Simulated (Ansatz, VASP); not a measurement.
## Two plane-wave programs on TlInH2

```
Tl In H
1.0
    -3.52689    3.52689    2.98171
     3.52689   -3.52689    2.98171
     3.52689    3.52689   -2.98171
Tl In H
2 2 4
Direct
  0.25000 0.25000 0.00000
  0.75000 0.75000 0.00000
  0.75000 0.25000 0.50000
  0.25000 0.75000 0.50000
  0.68130 0.18130 0.86260
  0.18130 0.31870 0.50000
  0.31870 0.81870 0.13740
  0.81870 0.68130 0.50000
```

Alike in both runs: task single point; functional PBE; k mesh 8 × 8 × 8; no spin polarisation.

|  | VASP | Ansatz |
| --- | --- | --- |
| version | VASP 6.6.1 | Ansatz 0.2.0 |
| potentials or method | VASP PAW PBE potentials, release 64 (Tl_d, In_d, H), cutoff 520 eV | PAW plane waves |
| occupations | fermi-dirac, width 0.1 eV | fermi-dirac |
| valence electrons in the cell | 56 | 56 |

|  | VASP | Ansatz | Ansatz less VASP |
| --- | --- | --- | --- |
| pressure (GPa) | 0.4 | 0.4 | +0.08 |
| traceless stress, the component that is largest in VASP (GPa) | 6.52 | 6.52 | +0.007 |
| rms of the force components (eV/Å) | 0.078 | 0.078 | +0.0004 |

Atom by atom the forces differ by 0.000 eV/Å (rms over components).

Neither program's run includes spin-orbit coupling.
